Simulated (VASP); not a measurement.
Wanted: the native input for a VASP 6.6.1 run.

```
Task                   : single point
Functional             : PBEsol
Potentials or basis    : VASP PAW PBE potentials, release 64 (Sb, Pt)
Cutoff                 : 520 eV
k mesh                 : 10 × 10 × 8
Occupations            : fermi-dirac, width 0.1 eV
Spin                   : no spin polarisation
Dipole correction      : no
Further INCAR settings : ALGO = Normal; EDIFF = 1e-06; NBANDS = 23
```

The structure of SbPt lies in POSCAR:

```
SbPt
1.0
    4.1707138695      0.0000000000      0.0000000000
   -2.0853569348      3.6119441629      0.0000000000
    0.0000000000      0.0000000000      5.4718126669
Sb Pt
2 2
Direct
    0.3333333333      0.6666666667      0.2500000000
    0.6666666667      0.3333333333      0.7500000000
    0.0000000000      0.0000000000      0.0000000000
    0.0000000000      0.0000000000      0.5000000000
```

The input as run:

INCAR

```
SYSTEM = SbPt
PREC = Accurate
ENCUT = 520
EDIFF = 1E-6
ISMEAR = -1
SIGMA = 0.1
LREAL = .FALSE.
LASPH = .TRUE.
NELM = 80
ALGO = Normal
ISIF = 2
LWAVE = .FALSE.
LCHARG = .FALSE.
GGA = PS
NBANDS = 23
```

KPOINTS

```
regular mesh
0
G
  10 10 8
  0 0 0
```

Potentials or basis: VASP PAW PBE potentials, release 64 (Sb, Pt).

Run with:

```console
$ cat potpaw_PBE.64/Sb/POTCAR potpaw_PBE.64/Pt/POTCAR > POTCAR
$ mpirun -np 1 vasp_std > vasp.out
```

It gave:

```json
{
  "Pressure": "-0.2 GPa",
  "Band gap on the k mesh": "zero (bands 15 and 16 overlap by 3.89 eV)"
}
```

Caveat: the PAW data sets were made with another functional, which shifts forces and pressure a little; spin-orbit coupling is left out, which moves the levels of the heavy elements.

It took 41 s on 1 thread of Intel(R) Xeon(R) 6975P-C (Granite Rapids), on a shared host, peak memory 0.27 GiB.
